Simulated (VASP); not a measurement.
A run of VASP 6.6.1:

The input INCAR:

```
SYSTEM = Sb
ALGO = Normal
DIPOL = 0.5 0.5 0.500
EDIFF = 1E-7
ENCUT = 520
GGA = PS
IDIPOL = 3
ISIF = 2
ISMEAR = -1
LASPH = .TRUE.
LCHARG = .FALSE.
LDIPOL = .TRUE.
LREAL = .FALSE.
LWAVE = .FALSE.
NBANDS = 14
NELM = 100
PREC = Accurate
SIGMA = 0.1
```

The input KPOINTS:

```
k-points
0
G
  11 11 1
  0 0 0
```

File POSCAR:

```
Sb
1.0
    3.3338465369      0.0000000000      0.0000000000
    0.0000000000      3.3338465369      0.0000000000
    0.0000000000      0.0000000000     11.4734000000
Sb
3
Direct
    0.0000000000      0.0000000000      0.3050513972
    0.5000000000      0.5000000000      0.4999999980
    0.0000000000      0.0000000000      0.6949486028
```

Potentials or basis: VASP PAW PBE potentials, release 64 (Sb).

Command:

```bash
$ cat potpaw_PBE.64/Sb/POTCAR > POTCAR
$ mpirun -np 1 vasp_std > vasp.out
```

Hardware: 1 thread of Intel(R) Xeon(R) Platinum 8559C (Emerald Rapids), on a shared host.

**Question.** How long does it take, and how much memory?

**Answer.** Wall time 29 s on 1 thread of Intel(R) Xeon(R) Platinum 8559C (Emerald Rapids), on a shared host, peak memory 0.24 GiB. Counts: scf iterations 14, k points 21.
